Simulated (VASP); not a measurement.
# PbF2 (Immm) in VASP: further runs

The runs below take PbF2 through single point, with PBE.

Program: VASP 6.6.1. These are calculated values, not measurements. Logs are shortened: lines on timing, memory, paths and dates and some standing lists are left out, and cuts for length are marked.

## (1) The cell of the first run

It takes space group Immm (No. 71, orthorhombic). The conventional cell has a = 4.106 Å, b = 4.295 Å, c = 5.940 Å, α = 90.00°, β = 90.00°, γ = 90.00°. Within 3.3 Å of Pb (site symmetry mmm) lie 8 F at 2.53 to 2.61 Å. Within 3.3 Å of F (site symmetry mm2) lie 4 Pb at 2.53 to 2.61 Å and 6 F at 2.97 Å.

## (2) Single point, PBE (strain +0.0450 x Voigt [0, 0, 0, 1, 0, 0])

File INCAR:

```
SYSTEM = PbF2
PREC = Accurate ; ENCUT = 520
EDIFF = 1E-7 ; ISMEAR = 0
SIGMA = 0.05 ; LREAL = .False.
LASPH = .True. ; NELM = 80
ALGO = Normal ; ISIF = 2
LWAVE = .False. ; LCHARG = .False.
GGA = PE ; NBANDS = 21
```

File KPOINTS:

```
regular mesh
0
Gamma
  8 8 8
  0 0 0
```

File POSCAR:

```
PbF2
1.0
    0.0000000000      3.0366716250      3.0366716250
    2.9698500000      0.0668216250      2.9698500000
    2.9698500000      2.9698500000      0.0668216250
Pb F
1 2
Direct
    0.0000000000      0.0000000000      0.0000000000
    0.2500000000      0.2500000000      0.2500000000
    0.7500000000      0.7500000000      0.7500000000
```

Potentials or basis: VASP PAW PBE potentials, release 64 (Pb_d, F).

Started as:

```sh
$ cat potpaw_PBE.64/Pb_d/POTCAR potpaw_PBE.64/F/POTCAR > POTCAR
$ mpirun -np 1 vasp_std > vasp.out
```

OUTCAR:

```text
SYSTEM = PbF2
   PREC = Accurate
   ENCUT = 520
   EDIFF = 1E-7
   ISMEAR = 0
   LREAL = .False.
   LASPH = .True.
   NELM = 80
   ISIF = 2
   GGA = PE

 ion  position               nearest neighbor table
   1  0.000  0.000  0.000-   3 2.53   2 2.53   2 2.53   3 2.53   3 2.61   3 2.61   2 2.61   2 2.61

   2  0.250  0.250  0.250-   1 2.53   1 2.53   1 2.61   1 2.61
   3  0.750  0.750  0.750-   1 2.53   1 2.53   1 2.61   1 2.61

  LATTYP: Found a body centered orthorhombic cell.
 ALAT       =     4.1055020999
 B/A-ratio  =     1.0460358056
 C/A-ratio  =     1.4467657927

  Lattice vectors:

 A1 = (  -2.9698500000,   2.9698500000,   0.0668216250)
 A2 = (  -2.9698500000,  -2.9698500000,  -0.0668216250)
 A3 = (   2.9698500000,   0.0668216250,   2.9698500000)

Analysis of symmetry for initial positions (statically):
=====================================================================
 Subroutine PRICEL returns:
 Original cell was already a primitive cell.

 Routine SETGRP: Setting up the symmetry group for a
 body centered orthorhombic supercell.

 Subroutine GETGRP returns: Found  8 space group operations
 (whereof  8 operations were pure point group operations)
 out of a pool of  8 trial point group operations.

The static configuration has the point symmetry D_2h.

Analysis of symmetry for dynamics (positions and initial velocities):
=====================================================================
 Subroutine PRICEL returns:
 Original cell was already a primitive cell.

 Routine SETGRP: Setting up the symmetry group for a
 body centered orthorhombic supercell.

 Subroutine GETGRP returns: Found  8 space group operations
 (whereof  8 operations were pure point group operations)
 out of a pool of  8 trial point group operations.

The dynamic configuration has the point symmetry D_2h.

 Subroutine INISYM returns: Found  8 space group operations
 (whereof  8 operations are pure point group operations),
 and found     1 'primitive' translations

----------------------------------------------------------------------------------------

                                     Primitive cell

  volume of cell :      52.3617

  direct lattice vectors                    reciprocal lattice vectors
     0.000000000  3.036671625  3.036671625    -0.168358671  0.164653957  0.164653957
[... 83 lines left out ...]
   LNONCOLLINEAR =      F non collinear calculations
   LSORBIT =      F    spin-orbit coupling
   LASPH  =      T    aspherical Exc in radial PAW
   ENCUT  =  520.0 eV  38.22 Ry    6.18 a.u.   7.98  7.81  7.81*2*pi/ulx,y,z
   NELM   =     80;   NELMIN=  2; NELMDL= -5     # of ELM steps
   EDIFF  = 0.1E-06   stopping-criterion for ELM
   LREAL  =      F    real-space projection
   EDIFFG = 0.1E-05   stopping-criterion for IOM
   NSW    =      0    number of steps for IOM
   IBRION =     -1    ionic relax: 0-MD 1-quasi-New 2-CG
   NFREE  =      0    steps in history (QN), initial steepest desc. (CG)
   ISIF   =      2    stress and relaxation
   ISYM   =      2    0-nonsym 1-usesym 2-fastsym
   POTIM  = 0.5000    time-step for ionic-motion
   TEBEG  =    0.0;   TEEND  =   0.0 temperature during run
   PSTRESS=    0.0 pullay stress
   NELECT =      28.0000    total number of electrons
   NUPDOWN=      -1.0000    fix difference up-down
   EMIN   =  10.00;   EMAX   =-10.00  energy-range for DOS
   EFERMI =   0.00;   METHOD = LEGACY
   ISMEAR =     0;   SIGMA  =   0.05  broadening in eV -4-tet -1-fermi 0-gaus
   EFERMI_NEDOS =   21; number of points for ismear=-14 and -15
   IALGO  =     38    algorithm
   IMIX   =      4    mixing-type and parameters
     AMIX     =   0.40;   BMIX     =  1.00
     AMIX_MAG =   1.60;   BMIX_MAG =  1.00
  volume/ion in A,a.u.               =      17.45       117.78
  Fermi-wavevector in a.u.,A,eV,Ry     =   1.328790  2.511049 24.023568  1.765682
  Thomas-Fermi vector in A             =   2.458001
   LORBIT       =      0    0 simple, 1 ext, 2 COOP (PROOUT), +10 PAW based schemes
   GGA     = PE    functional components
   LHFCALC =     F    Hartree Fock is set to
   AEXX    =    0.0000 exact exchange contribution
   IVDW    =     0    specifies the selected vdW correction
   LEPSILON=     F    determine dielectric tensor
   LRPA    =     F    only Hartree local field effects (RPA)
 non-spin polarized calculation
 Gauss-broadening in eV      SIGMA  =   0.05
  energy-cutoff  :      520.00
  volume of cell :       52.36
 maximum number of plane-waves:      1426
   NGX = 15   NGY = 15   NGZ = 15

 number of electron      28.0000007 magnetization

 Free energy of the ion-electron system (eV)
  ---------------------------------------------------
  ext. energy  EPLUGINS =         0.00000000
  ---------------------------------------------------
  free energy    TOTEN  =       -14.32799783 eV

  energy without entropy =      -14.32799783  energy(sigma->0) =      -14.32799783

 E-fermi :   2.0993     XC(G=0):  -9.3768

 val. band max:        1.8392416002   @ k =   0.0000   0.5000   0.0000
 cond. band min:       6.2335767890   @ k =   0.5000   0.5000   0.0000
 fundamental gap:      4.3943351888
 Fermi energy:         2.0993127807

 k-point     1 :       0.0000    0.0000    0.0000
  band No.  band energies     occupation
      1     -19.2377      2.00000
      2     -18.6277      2.00000
      3     -12.6160      2.00000
      4     -12.6112      2.00000
      5     -12.6047      2.00000
      6     -12.5562      2.00000
[... 565 lines left out ...]
     20      17.2281      0.00000
     21      18.3812      0.00000

 [... further k-points ...]

------------------------ aborting loop because EDIFF is reached ----------------------------------------

  FORCE on cell =-STRESS in cart. coord.  units (eV):
  Direction    XX          YY          ZZ          XY          YZ          ZX
  --------------------------------------------------------------------------------------
  -------------------------------------------------------------------------------------
  Total        0.7187718      0.7133242      0.7133242      0.0000000     -0.4834867      0.0000000
  in kB       21.9931781     21.8264910     21.8264910      0.0000000    -14.7938607      0.0000000
  external PRESSURE =      21.8820534 kB  Pullay stress =       0.0000000 kB

 VOLUME and BASIS-vectors are now :
 -----------------------------------------------------------------------------
  energy-cutoff  :      520.00
  volume of cell :       52.36
      direct lattice vectors                 reciprocal lattice vectors
     0.000000000  3.036671625  3.036671625    -0.168358671  0.164653957  0.164653957
     2.969850000  0.066821625  2.969850000     0.168358671 -0.172233935  0.172233935
     2.969850000  2.969850000  0.066821625     0.168358671  0.172233935 -0.172233935

 POSITION                                       TOTAL-FORCE (eV/Angst)
 -----------------------------------------------------------------------------------
      0.00000      0.00000      0.00000        -0.000000     -0.000000     -0.000000
      1.48493      1.51834      1.51834        -0.128989     -0.000000     -0.000000
      4.45477      4.55501      4.55501         0.128989      0.000000      0.000000
 -----------------------------------------------------------------------------------
    total drift:                                0.000000     -0.000000      0.000000

  FREE ENERGIE OF THE ION-ELECTRON SYSTEM (eV)
  ---------------------------------------------------
  free  energy   TOTEN  =       -14.3279978257 eV

  energy  without entropy=      -14.3279978257  energy(sigma->0) =      -14.32799783
```

Run time: 56 s. Hardware: 1 thread of Intel Xeon Platinum 8259CL at 2.50GHz (Skylake/Cascade Lake), shared host; peak memory 0.23 GiB.

What came out:

```
Free energy            : -14.3280 eV
Pressure               : 2.2 GPa
Largest force          : 0.129 eV/Å
Band gap on the k mesh : 4.39 eV, indirect (least direct gap 4.55 eV)
```

Forces on the atoms (eV/Å):
```
Pb   0.000  0.000  0.000
F   -0.129  0.000  0.000
F    0.129  0.000  0.000
```

Levels at points of the mesh, in eV from the valence-band top:
```
           k point  band 12  band 13  band 14  band 15  band 16  band 17
(0.00, 0.00, 0.00)    -2.04    -1.97    -1.89     6.45     6.76     7.06
(0.50, 0.00, 0.00)    -2.13    -2.12    -0.08     4.89     7.53     7.88
(0.00, 0.50, 0.00)    -2.14    -2.14     0.00     5.13     7.39     7.74
(0.50, 0.50, 0.00)    -1.55    -1.55    -0.15     4.39     7.85     7.88
(0.00, 0.50, 0.50)    -1.55    -1.52    -0.16     4.41     7.60     8.13
```

Caveat: the cell differs from its parent crystal (strain +0.0450 x Voigt [0, 0, 0, 1, 0, 0]); spin-orbit coupling is left out, which moves the levels of the heavy elements. A k mesh can miss the band edges.

## (3) Single point, PBE (strain -0.0300 x Voigt [0, 0, 0, 1, 0, 0])

File INCAR:

```
PREC = Accurate
ENCUT = 520
EDIFF = 1E-6
ISMEAR = 0
SIGMA = 0.05
LREAL = F
LASPH = T
NELM = 80
ALGO = Normal
ISIF = 2
LWAVE = F
LCHARG = F
GGA = PE
NBANDS = 21
```

File KPOINTS:

```
Automatic mesh
0
Gamma
  8 8 8
```

File POSCAR:

```
PbF2
1.0
    0.0000000000      2.9253022500      2.9253022500
    2.9698500000     -0.0445477500      2.9698500000
    2.9698500000      2.9698500000     -0.0445477500
Pb F
1 2
Direct
    0.0000000000      0.0000000000      0.0000000000
    0.2500000000      0.2500000000      0.2500000000
    0.7500000000      0.7500000000      0.7500000000
```

Potentials or basis: VASP PAW PBE potentials, release 64 (Pb_d, F).

Started as:

```sh
$ cat potpaw_PBE.64/Pb_d/POTCAR potpaw_PBE.64/F/POTCAR > POTCAR
$ mpirun -np 1 vasp_std > vasp.out
```

Wall time 56 s (1 thread of Intel Xeon Platinum 8259CL at 2.50GHz (Skylake/Cascade Lake), shared host); peak memory 0.23 GiB.

It converged, with:

* Free energy: -14.3343 eV
* Pressure: 2.1 GPa
* Largest force: 0.085 eV/Å
* Band gap on the k mesh: 4.41 eV, indirect (least direct gap 4.56 eV)

Forces on the atoms (eV/Å):
```
Pb   0.000  0.000  0.000
F    0.085  0.000  0.000
F   -0.085  0.000  0.000
```

Stress tensor (GPa, compression positive):
```
2.08 0.00 0.00
0.00 2.08 0.98
0.00 0.98 2.08
```

Levels at points of the mesh, in eV from the valence-band top:
| k point | band 11 | band 12 | band 13 | band 14 | band 15 | band 16 | band 17 | band 18 |
| --- | --- | --- | --- | --- | --- | --- | --- | --- |
| (0.00, 0.00, 0.00) | -2.42 | -2.00 | -1.95 | -1.90 | 6.57 | 6.77 | 6.97 | 10.62 |
| (0.50, 0.00, 0.00) | -2.62 | -2.12 | -2.12 | 0.00 | 5.10 | 7.48 | 7.72 | 13.18 |
| (0.00, 0.50, 0.00) | -2.61 | -2.11 | -2.11 | -0.06 | 4.94 | 7.58 | 7.81 | 13.23 |
| (0.50, 0.50, 0.00) | -1.53 | -1.53 | -1.53 | -0.15 | 4.41 | 7.87 | 7.88 | 8.97 |
| (0.00, 0.50, 0.50) | -1.55 | -1.53 | -1.51 | -0.15 | 4.42 | 7.70 | 8.05 | 8.97 |

Caveat: the cell differs from its parent crystal (strain -0.0300 x Voigt [0, 0, 0, 1, 0, 0]); spin-orbit coupling is left out, which moves the levels of the heavy elements. A k mesh can miss the band edges.

(Part 1 of 2 ends here.)
